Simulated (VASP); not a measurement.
# LiF (I4/mmm) in VASP: further runs, part 2 of 2

VASP 6.6.1. The steps go on from the part before.

## 4. Single point, LDA (strain +0.050 along x and y, -0.050 along z)

File INCAR:

```
SYSTEM = LiF
ALGO = Normal ; EDIFF = 1E-6
ENCUT = 520 ; GGA = CA
ISIF = 2 ; ISMEAR = 0
LASPH = .TRUE. ; LCHARG = .FALSE.
LREAL = .FALSE. ; LWAVE = .FALSE.
NBANDS = 12 ; NELM = 60
PREC = Accurate ; SIGMA = 0.05
```

File KPOINTS:

```
k-points
0
G
  10 10 10
  0 0 0
```

File POSCAR:

```
LiF
1.0
    0.0000000000      2.1147000000      1.9133000000
    2.1147000000      0.0000000000      1.9133000000
    2.1147000000      2.1147000000      0.0000000000
Li F
1 1
Direct
    0.0000000000      0.0000000000      0.0000000000
    0.5000000000      0.5000000000      0.5000000000
```

Potentials or basis: VASP PAW LDA potentials, release 64 (Li_sv, F).

The run is started by

```
> cat potpaw_LDA.64/Li_sv/POTCAR potpaw_LDA.64/F/POTCAR > POTCAR
> mpirun -np 1 vasp_std > vasp.out
```

OUTCAR:

```text
SYSTEM = LiF
   EDIFF = 1E-6
   ENCUT = 520
   GGA = CA
   ISIF = 2
   ISMEAR = 0
   LASPH = .TRUE.
   LREAL = .FALSE.
   NELM = 60
   PREC = Accurate

 ion  position               nearest neighbor table
   1  0.000  0.000  0.000-   2 1.91   2 1.91   2 2.11   2 2.11   2 2.11   2 2.11
   2  0.500  0.500  0.500-   1 1.91   1 1.91   1 2.11   1 2.11   1 2.11   1 2.11

  LATTYP: Found a body centered tetragonal cell.
 ALAT       =     2.9906374204
 C/A-ratio  =     1.2795265564

  Lattice vectors:

 A1 = (   0.0000000000,  -2.1147000000,  -1.9133000000)
 A2 = (   0.0000000000,   2.1147000000,  -1.9133000000)
 A3 = (   2.1147000000,   0.0000000000,   1.9133000000)

Analysis of symmetry for initial positions (statically):
=====================================================================
 Subroutine PRICEL returns:
 Original cell was already a primitive cell.

 Routine SETGRP: Setting up the symmetry group for a
 body centered tetragonal supercell.

 Subroutine GETGRP returns: Found 16 space group operations
 (whereof 16 operations were pure point group operations)
 out of a pool of 16 trial point group operations.

The static configuration has the point symmetry D_4h.

[... 174 lines left out ...]
      5      -1.5102      2.00000
      6       6.8051      0.00000
      7      20.6400      0.00000
      8      20.6400      0.00000
      9      21.7353      0.00000
     10      21.7353      0.00000
     11      22.5453      0.00000
     12      22.9230      0.00000
[... 331 lines left out ...]
 k-point    24 :       0.4000    0.3000    0.0000
  band No.  band energies     occupation
      1     -41.3322      2.00000
      2     -20.4993      2.00000
      3      -3.7797      2.00000
      4      -2.5313      2.00000
      5      -2.4582      2.00000
      6      11.3149      0.00000
      7      13.8514      0.00000
      8      16.7230      0.00000
      9      16.7960      0.00000
     10      17.7681      0.00000
     11      31.1802      0.00000
     12      31.8617      0.00000

 [... further k-points ...]

------------------------ aborting loop because EDIFF is reached ----------------------------------------

  FORCE on cell =-STRESS in cart. coord.  units (eV):
  Direction    XX          YY          ZZ          XY          YZ          ZX
  --------------------------------------------------------------------------------------
  -------------------------------------------------------------------------------------
  Total       -1.0385365     -1.0385365     -0.4370119      0.0000000      0.0000000      0.0000000
  in kB      -97.2348049    -97.2348049    -40.9160115      0.0000000      0.0000000      0.0000000
  external PRESSURE =     -78.4618738 kB  Pullay stress =       0.0000000 kB

 VOLUME and BASIS-vectors are now :
 -----------------------------------------------------------------------------
  energy-cutoff  :      520.00
  volume of cell :       17.11
      direct lattice vectors                 reciprocal lattice vectors
     0.000000000  2.114700000  1.913300000    -0.236440157  0.236440157  0.261328595
     2.114700000  0.000000000  1.913300000     0.236440157 -0.236440157  0.261328595
     2.114700000  2.114700000  0.000000000     0.236440157  0.236440157 -0.261328595

 POSITION                                       TOTAL-FORCE (eV/Angst)
 -----------------------------------------------------------------------------------
      0.00000      0.00000      0.00000         0.000000     -0.000000     -0.000000
      2.11470      2.11470      1.91330        -0.000000      0.000000      0.000000
 -----------------------------------------------------------------------------------
    total drift:                               -0.000000     -0.000000      0.000000

  FREE ENERGIE OF THE ION-ELECTRON SYSTEM (eV)
  ---------------------------------------------------
  free  energy   TOTEN  =       -10.4174335594 eV

  energy  without entropy=      -10.4174335594  energy(sigma->0) =      -10.41743356
```

OSZICAR:

```text
N       E                     dE             d eps       ncg     rms          rms(c)
DAV:   1     0.299861223500E+02    0.29986E+02   -0.52564E+03  2536   0.834E+02
DAV:   2    -0.985001498294E+01   -0.39836E+02   -0.39076E+02  2932   0.186E+02
DAV:   3    -0.109219645902E+02   -0.10719E+01   -0.10695E+01  3280   0.261E+01
DAV:   4    -0.109312162876E+02   -0.92517E-02   -0.92514E-02  2748   0.259E+00
DAV:   5    -0.109313374582E+02   -0.12117E-03   -0.12117E-03  3164   0.215E-01    0.430E+00
DAV:   6    -0.104357020204E+02    0.49564E+00   -0.24590E+00  2760   0.934E+00    0.141E+00
DAV:   7    -0.104234466380E+02    0.12255E-01   -0.16507E-02  3288   0.110E+00    0.812E-01
DAV:   8    -0.104174412551E+02    0.60054E-02   -0.10414E-02  3512   0.107E+00    0.103E-01
DAV:   9    -0.104174148858E+02    0.26369E-04   -0.72144E-04  2784   0.242E-01    0.391E-02
DAV:  10    -0.104174341536E+02   -0.19268E-04   -0.36194E-05  2920   0.425E-02    0.767E-03
DAV:  11    -0.104174335594E+02    0.59427E-06   -0.17647E-06  2904   0.138E-02
   1 F= -.10417434E+02 E0= -.10417434E+02  d E =-.816919E-14
```

stdout:

```text
POSCAR found type information on POSCAR LiF
 POSCAR found :  2 types and       2 ions
 scaLAPACK will be used
 LDA part: xc-table for (Slater(with rela. corr.)+CA(PZ))
 , standard interpolation
 POSCAR, INCAR and KPOINTS ok, starting setup
 FFT: planning ... GRIDC
 FFT: planning ... GRID_SOFT
 FFT: planning ... GRID
 WAVECAR not read
 entering main loop
```

Wall time 10 s (1 thread of Intel Xeon Platinum 8488C (Sapphire Rapids), shared host); peak memory 0.13 GiB.

What came out:

```yaml
Free_energy: -10.4174 eV
Band_gap_on_the_k_mesh: 8.32 eV, direct
```

Caveat: the cell differs from its parent crystal (strain +0.050 along x and y, -0.050 along z); the cutoff is under 1.25 times the usual one of these potentials, so pressure, stress and relaxed cells hold a basis-set (Pulay) error.

## 5. Single point, LDA (strain +0.050 along x and y, +0.000 along z)

File INCAR:

```
SYSTEM = LiF
  ALGO = Normal
  EDIFF = 1E-6
  ENCUT = 520
  GGA = CA
  ISIF = 2
  ISMEAR = 0
  LASPH = .True.
  LCHARG = .False.
  LREAL = .False.
  LWAVE = .False.
  NBANDS = 12
  NELM = 100
  PREC = Accurate
  SIGMA = 0.05
```

File KPOINTS:

```
k-points
0
Gamma
  10 10 10
  0 0 0
```

File POSCAR:

```
LiF
1.0
    0.0000000000      2.1147000000      2.0140000000
    2.1147000000      0.0000000000      2.0140000000
    2.1147000000      2.1147000000      0.0000000000
Li F
1 1
Direct
    0.0000000000      0.0000000000      0.0000000000
    0.5000000000      0.5000000000      0.5000000000
```

The run is started by

```
> cat potpaw_LDA.64/Li_sv/POTCAR potpaw_LDA.64/F/POTCAR > POTCAR
> mpirun -np 1 vasp_std > vasp.out
```

It took 13 s on 1 thread of Intel Xeon Platinum 8488C (Sapphire Rapids), shared host; peak memory 0.13 GiB.

It converged, with:

```yaml
Free_energy: -10.3781 eV
Band_gap_on_the_k_mesh: 7.97 eV, direct
```

Levels at points of the mesh, in eV from the valence-band top:
```tsv
k point	band 1	band 2	band 3	band 4	band 5	band 6	band 7	band 8	band 9	band 10
(0.00, 0.00, 0.00)	-40.01	-19.35	-0.13	0.00	0.00	7.97	21.88	21.88	22.83	22.83
(0.50, 0.00, 0.00)	-39.96	-18.98	-2.33	-0.28	-0.20	9.86	15.23	17.24	18.07	28.03
(0.50, 0.50, 0.00)	-39.94	-18.72	-2.73	-1.02	-1.02	14.09	15.13	16.08	18.22	18.22
(0.50, 0.00, 0.50)	-39.95	-18.77	-2.76	-1.03	-0.75	13.25	15.77	15.93	18.55	19.22
```

Caveat: the cell differs from its parent crystal (strain +0.050 along x and y, +0.000 along z); the cutoff is under 1.25 times the usual one of these potentials, so pressure, stress and relaxed cells hold a basis-set (Pulay) error. A k mesh can miss the band edges.

## 6. The runs side by side

| cell | gap on the mesh (eV) |
| --- | --- |
| a = 2.815, b = 2.815, c = 2.919 Å, angles 58.8, 58.8, 62.5°, 2 atoms | 8.76 |
| a = 2.849, b = 2.849, c = 2.919 Å, angles 59.2, 59.2, 61.6°, 2 atoms | 8.57 |
| a = 2.852, b = 2.852, c = 2.991 Å, angles 58.4, 58.4, 63.2°, 2 atoms | 8.32 |
| a = 2.920, b = 2.920, c = 2.991 Å, angles 59.2, 59.2, 61.6°, 2 atoms | 7.97 |

Alike in all rows: task single point; level LDA; potentials or basis VASP PAW LDA potentials, release 64 (Li_sv, F); no spin polarisation; k mesh 10 × 10 × 10; cutoff (eV) 520; smearing gaussian 0.05 eV.

Caveats: the cutoff is under 1.25 times the usual one of these potentials, so pressure, stress and relaxed cells hold a basis-set (Pulay) error.

Total energies depend on the potentials used, so only differences within one code and one set of settings carry meaning.
